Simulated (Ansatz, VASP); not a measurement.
Two plane-wave programs on LiCl

```
CELL_PARAMETERS angstrom
0.00000 2.43652 2.62888
2.43652 0.00000 2.62888
2.43652 2.43652 0.00000
ATOMIC_POSITIONS crystal
Li 0.00000 0.00000 0.00000
Cl 0.50000 0.50000 0.50000
```

Change from the starting cell: strain -0.050 along x and y, +0.025 along z, atoms carried along.

Alike in both runs: task single point; functional LDA; k mesh 8 × 8 × 8; occupations gaussian, width 0.05 eV; no spin polarisation.

|  | VASP | Ansatz |
| --- | --- | --- |
| version | VASP 6.6.1 | Ansatz 0.2.0 |
| potentials or method | VASP PAW LDA potentials, release 64 (Li_sv, Cl), cutoff 520 eV | scalar-relativistic, plane waves, PAW |
| valence electrons in the cell | 10 | 10 |

```csv
,VASP,Ansatz,Ansatz less VASP
gap on the k mesh at the Fermi level (eV),6.35,6.33,-0.023
least direct gap on the mesh (eV),6.36,6.34,-0.020
```

LDA's correlation is that of Perdew and Zunger in VASP and of Perdew and Wang (1992) in Ansatz.

Noted on VASP's run: the cutoff is short for stress, so the pressure is rough.
